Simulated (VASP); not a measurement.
Write the native input for VASP 6.6.1 that does the following.

```
Task                   : single point
Functional             : r2SCAN
Potentials or basis    : VASP PAW PBE potentials, release 64 (Rb_sv, Br)
Cutoff                 : 520 eV
k mesh                 : 6 × 6 × 6
Occupations            : gaussian, width 0.01 eV
Spin                   : no spin polarisation
Dipole correction      : no
Further INCAR settings : ALGO = Normal; EDIFF = 1e-07; NBANDS = 15
```

Crystal: RbBr.

```xyz
2
Lattice="4.0850 0.0000 0.0000 0.0000 4.0850 0.0000 0.0000 0.0000 4.1279" Properties=species:S:1:pos:R:3 pbc="T T T"
Rb    0.0000    0.0000    0.0000
Br    2.0425    2.0425    2.0640
```

This cell differs from its parent crystal: biaxial xy strain -1.0%.

The input as run:

POSCAR

```
RbBr
1.0
    4.0849962150      0.0000000000      0.0000000000
    0.0000000000      4.0849962150      0.0000000000
    0.0000000000      0.0000000000      4.1279266522
Rb Br
1 1
Direct
    0.0000000000      0.0000000000      0.0000000000
    0.5000000000      0.5000000000      0.5000000000
```

INCAR.step1

```
PREC = Accurate
ENCUT = 520
ISMEAR = 0
SIGMA = 0.01
LREAL = False
LASPH = True
NELM = 100
NBANDS = 15
GGA = PE
ALGO = Normal
EDIFF = 1E-4
LWAVE = True
LCHARG = False
```

INCAR.step2

```
PREC = Accurate
ENCUT = 520
EDIFF = 1E-7
ISMEAR = 0
SIGMA = 0.01
LREAL = False
LASPH = True
NELM = 100
ALGO = Normal
ISIF = 2
LWAVE = False
LCHARG = False
METAGGA = R2SCAN
LMIXTAU = True
NBANDS = 15
ISTART = 1
```

KPOINTS

```
Automatic mesh
0
Gamma
  6 6 6
```

Potentials or basis: VASP PAW PBE potentials, release 64 (Rb_sv, Br).

Run with:

```bash
$ cat potpaw_PBE.64/Rb_sv/POTCAR potpaw_PBE.64/Br/POTCAR > POTCAR
$ cp INCAR.step1 INCAR
$ mpirun -np 1 vasp_std > vasp.out
$ cp INCAR.step2 INCAR
$ mpirun -np 1 vasp_std > vasp.out
```

Results of the run:

- Pressure: 0.4 GPa
- Band gap on the k mesh: 4.89 eV, indirect (least direct gap 5.04 eV)

Caveat: the cell differs from its parent crystal (biaxial xy strain -1.0%); the PAW data sets were made with another functional, which shifts forces and pressure a little.

Wall time 98 s on 1 thread of Intel(R) Xeon(R) Platinum 8488C (Sapphire Rapids), on a shared host, peak memory 0.2 GiB.
